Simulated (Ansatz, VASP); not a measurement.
One calculation of Be16N, two programs

```xyz
17
Lattice="-2.2900 -3.9664 0.0000 3.4350 -1.9832 0.0000 0.0000 0.0000 7.1769" Properties=species:S:1:pos:R:3 pbc="T T T"
Be   -0.0477   -3.9451   -0.1060
Be    0.0093   -2.6016    1.8324
Be   -0.0047   -3.9694    3.6326
Be    0.0133   -2.6489    5.3411
Be   -1.1083   -1.9568   -0.0517
Be    2.1655   -2.5789    1.8563
Be   -1.1512   -1.9765    3.6167
Be    2.3085   -2.6607    5.3277
Be    1.2687   -2.0610   -0.0755
Be    1.1080   -0.6999    1.8325
Be    1.1260   -1.9780    3.6301
Be    1.1506   -0.6791    5.3410
Be   -0.0104   -0.0544   -0.0516
Be    1.1921   -4.6608    1.8868
Be   -0.0140   -0.0068    3.6167
Be    1.1492   -4.6356    5.3251
N    -1.1454   -3.3116    0.8905
```

Alike in both runs: functional LDA; k mesh 5 × 5 × 3; occupations gaussian, width 0.15 eV; no spin polarisation.

Ansatz relaxed the structure, and its values are those at the end. VASP's run is a single point on that final structure, the one shown.

|  | VASP | Ansatz |
| --- | --- | --- |
| version | VASP 6.6.1 | Ansatz 0.2.0 |
| potentials or method | VASP PAW LDA potentials, release 64 (Be, N), cutoff 520 eV | scalar-relativistic, plane waves, PAW |
| valence electrons in the cell | 37 | 37 |

|  | VASP | Ansatz | Ansatz less VASP |
| --- | --- | --- | --- |
| rms of the force components (eV/Å) | 0.004 | 0.004 | -0.0002 |

LDA's correlation is that of Perdew and Zunger in VASP and of Perdew and Wang (1992) in Ansatz.
